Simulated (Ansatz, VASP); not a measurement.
# GaN: VASP beside Ansatz

```
CELL_PARAMETERS angstrom
3.15026 0.00000 0.00000
0.00000 4.45514 0.00000
0.00000 0.00000 19.15030
ATOMIC_POSITIONS crystal
Ga 0.25000 0.09274 0.42606
Ga 0.75000 0.63838 0.50000
Ga 0.25000 0.09274 0.57394
N 0.75000 0.89054 0.41593
N 0.25000 0.39506 0.50000
N 0.75000 0.89054 0.58407
```

Alike in both runs: task single point; functional LDA; k mesh 8 × 6 × 1; occupations fermi-dirac, width 0.02 eV; no spin polarisation.

|  | VASP | Ansatz |
| --- | --- | --- |
| version | VASP 6.6.1 | Ansatz 0.2.0 |
| potentials or method | VASP PAW LDA potentials, release 64 (Ga_d, N) | PAW with Ansatz's default frozen-core files, scalar-relativistic |
| plane-wave cutoff (eV) | 520 | 420 |
| valence electrons in the cell | 54 | 54 |

Ansatz gave:

| Quantity | Value |
| --- | --- |
| gap on the k mesh at the Fermi level (eV) | 1.30 |
| rms of the force components (eV/Å) | 0.000 |

Task: Which values does VASP return?

Result: gap on the k mesh at the Fermi level (eV): 1.30; rms of the force components (eV/Å): 0.028.

LDA's correlation is that of Perdew and Zunger in VASP and of Perdew and Wang (1992) in Ansatz. Ansatz's warnings: structure snapped to symmetry, xc potential rough in thin density.
